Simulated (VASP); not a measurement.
Wanted: the native input for a VASP 6.6.1 run.

```yaml
Task: electric field gradients
Functional: PBE
Potentials_or_basis: VASP PAW PBE potentials, release 64 (Y_sv, B, P)
Cutoff: 520 eV
k_mesh: 3 × 3 × 3
Occupations: fermi-dirac, width 0.01 eV
Spin: no spin polarisation
Dipole_correction: no
Further_INCAR_settings: LREAL = Auto; ALGO = Normal; EDIFF = 1e-08; NBANDS = 145
```

The structure of YB26P27 (a cell with a defect) lies in POSCAR:

```
YB26P27
1.0
    0.0000000000      6.8070000000      6.8070000000
    6.8070000000      0.0000000000      6.8070000000
    6.8070000000      6.8070000000      0.0000000000
Y B P
1 26 27
Direct
    0.0000000000      0.0000000000      0.0000000000
    0.0000000000      0.0000000000      0.3333333333
    0.0000000000      0.0000000000      0.6666666667
    0.0000000000      0.3333333333      0.0000000000
    0.0000000000      0.3333333333      0.3333333333
    0.0000000000      0.3333333333      0.6666666667
    0.0000000000      0.6666666667      0.0000000000
    0.0000000000      0.6666666667      0.3333333333
    0.0000000000      0.6666666667      0.6666666667
    0.3333333333      0.0000000000      0.0000000000
    0.3333333333      0.0000000000      0.3333333333
    0.3333333333      0.0000000000      0.6666666667
    0.3333333333      0.3333333333      0.0000000000
    0.3333333333      0.3333333333      0.3333333333
    0.3333333333      0.3333333333      0.6666666667
    0.3333333333      0.6666666667      0.0000000000
    0.3333333333      0.6666666667      0.3333333333
    0.3333333333      0.6666666667      0.6666666667
    0.6666666667      0.0000000000      0.0000000000
    0.6666666667      0.0000000000      0.3333333333
    0.6666666667      0.0000000000      0.6666666667
    0.6666666667      0.3333333333      0.0000000000
    0.6666666667      0.3333333333      0.3333333333
    0.6666666667      0.3333333333      0.6666666667
    0.6666666667      0.6666666667      0.0000000000
    0.6666666667      0.6666666667      0.3333333333
    0.6666666667      0.6666666667      0.6666666667
    0.0833333333      0.0833333333      0.0833333333
    0.0833333333      0.0833333333      0.4166666667
    0.0833333333      0.0833333333      0.7500000000
    0.0833333333      0.4166666667      0.0833333333
    0.0833333333      0.4166666667      0.4166666667
    0.0833333333      0.4166666667      0.7500000000
    0.0833333333      0.7500000000      0.0833333333
    0.0833333333      0.7500000000      0.4166666667
    0.0833333333      0.7500000000      0.7500000000
    0.4166666667      0.0833333333      0.0833333333
    0.4166666667      0.0833333333      0.4166666667
    0.4166666667      0.0833333333      0.7500000000
    0.4166666667      0.4166666667      0.0833333333
    0.4166666667      0.4166666667      0.4166666667
    0.4166666667      0.4166666667      0.7500000000
    0.4166666667      0.7500000000      0.0833333333
    0.4166666667      0.7500000000      0.4166666667
    0.4166666667      0.7500000000      0.7500000000
    0.7500000000      0.0833333333      0.0833333333
    0.7500000000      0.0833333333      0.4166666667
    0.7500000000      0.0833333333      0.7500000000
    0.7500000000      0.4166666667      0.0833333333
    0.7500000000      0.4166666667      0.4166666667
    0.7500000000      0.4166666667      0.7500000000
    0.7500000000      0.7500000000      0.0833333333
    0.7500000000      0.7500000000      0.4166666667
    0.7500000000      0.7500000000      0.7500000000
```

One way to write it, as run:

INCAR

```
SYSTEM = YB26P27
  PREC = Accurate
  ENCUT = 520
  EDIFF = 1E-8
  ISMEAR = -1
  SIGMA = 0.01
  LREAL = Auto
  LASPH = .TRUE.
  NELM = 80
  ALGO = Normal
  ISIF = 2
  LWAVE = .FALSE.
  LCHARG = .FALSE.
  GGA = PE
  LEFG = .TRUE.
  NBANDS = 145
  LUSENCCL = .FALSE.
```

KPOINTS

```
regular mesh
0
G
  3 3 3
  0 0 0
```

Potentials or basis: VASP PAW PBE potentials, release 64 (Y_sv, B, P).

Launch:

```console
$ cat potpaw_PBE.64/Y_sv/POTCAR potpaw_PBE.64/B/POTCAR potpaw_PBE.64/P/POTCAR > POTCAR
$ mpirun -np 1 vasp_std > vasp.out
```

Results of the run:

```
Pressure                                : 12.2 GPa
Largest force                           : 15.366 eV/Å
Band gap on the k mesh                  : 0.60 eV
Largest electric field gradient by atom : Y +0.0; B +3.8, +0.0, -0.1 (each value once); P -84.6, +9.0, +2.5, -1.3, +0.0 (each value once) V/Å²
```

Caveat: semilocal functionals underestimate gaps, and a narrow one can read as zero; without QUAD_EFG the Cq values of the log hold for a quadrupole moment of 1 mb, not for the nuclei.

Run time: 2.8 min on 1 × NVIDIA H100 80GB with 1 thread of AMD EPYC 7R13 Processor (Zen 3), on a shared host, peak memory 1.7 GiB.
